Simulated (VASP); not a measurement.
NaH: single point with PBE

The system is NaH.

```
Na H
1.0
     0.00000    2.39751    2.39751
     2.39751    0.00000    2.39751
     2.39751    2.39751    0.00000
Na H
1 1
Cartesian
  0.0000 0.0000 0.0000
  2.3975 2.3975 2.3975
```

| Item | Value |
| --- | --- |
| Program | VASP 6.6.1 |
| Task | single point |
| Functional | PBE |
| Potentials or basis | VASP PAW PBE potentials, release 64 (Na_pv, H) |
| Cutoff | 500 eV |
| k mesh | 8 × 8 × 8 |
| Occupations | gaussian, width 0.01 eV |
| Spin | no spin polarisation |
| Dipole correction | no |
| Further INCAR settings | ALGO = Normal; EDIFF = 1e-06; NBANDS = 11 |

```json
{
 "Pressure": "0.5 GPa",
 "Band gap on the k mesh": "3.80 eV, indirect (least direct gap 4.67 eV)"
}
```

Levels at points of the mesh, in eV from the valence-band top:
```
           k point  band 1  band 2  band 3  band 4  band 5  band 6  band 7  band 8  band 9
(0.00, 0.00, 0.00)  -22.06  -22.06  -22.06   -3.68   10.62   15.78   15.78   15.78   16.69
(0.50, 0.00, 0.00)  -22.16  -22.07  -22.07   -0.87    3.80   10.94   13.53   13.53   16.62
(0.50, 0.50, 0.00)  -22.15  -22.10  -22.10   -0.18    4.68   10.12   10.82   10.82   12.01
```

Run time: 7.3 s on 1 thread of Intel(R) Xeon(R) Platinum 8488C (Sapphire Rapids), on a shared host, peak memory 0.15 GiB.

A k mesh can miss the band edges. As with any semilocal functional, this PBE gap is likely too small.
